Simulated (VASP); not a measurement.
Here is a VASP 6.6.1 calculation.

Contents of INCAR:

```
SYSTEM = P
ALGO     = Normal         ! electronic algorithm
EDIFF    = 1E-6           ! SCF threshold, eV
ENCUT    = 520            ! plane-wave cutoff, eV
GGA      = PS             ! functional
ISIF     = 2              ! what is computed and relaxed
ISMEAR   = -1             ! smearing method
LASPH    = .True.         ! aspherical terms in the spheres
LCHARG   = .False.        ! write CHGCAR
LREAL    = .False.        ! projectors in reciprocal space
LWAVE    = .False.        ! write WAVECAR
NBANDS   = 12             ! bands
NELM     = 100            ! most SCF steps
PREC     = Accurate       ! precision mode
SIGMA    = 0.08           ! smearing width, eV
```

File KPOINTS:

```
k-points
0
Gamma
  16 16 9
  0 0 0
```

File POSCAR:

```
P
1.0
    2.7706296334      0.0000000000      0.0000000000
   -1.3853148167      2.3994356470      0.0000000000
    0.0000000000      0.0000000000      2.9815339594
P
2
Direct
    0.3333333333      0.6666666667      0.2500000000
    0.6666666667      0.3333333333      0.7500000000
```

Potentials or basis: VASP PAW PBE potentials, release 64 (P).

The run is started by

```sh
$ cat potpaw_PBE.64/P/POTCAR > POTCAR
$ mpirun -np 1 vasp_std > vasp.out
```

Task: Predict the band gap on the k mesh.

Result: Zero (bands 5 and 6 overlap by 10.22 eV).

Task: Estimate the pressure.

Result: 83.0 GPa.

Stress tensor (GPa, compression positive):
```
82.92  0.00  0.00
 0.00 82.92  0.00
 0.00  0.00 83.24
```

Caveat: the cell stands under pressure; the PAW data sets were made with another functional, which shifts forces and pressure a little.
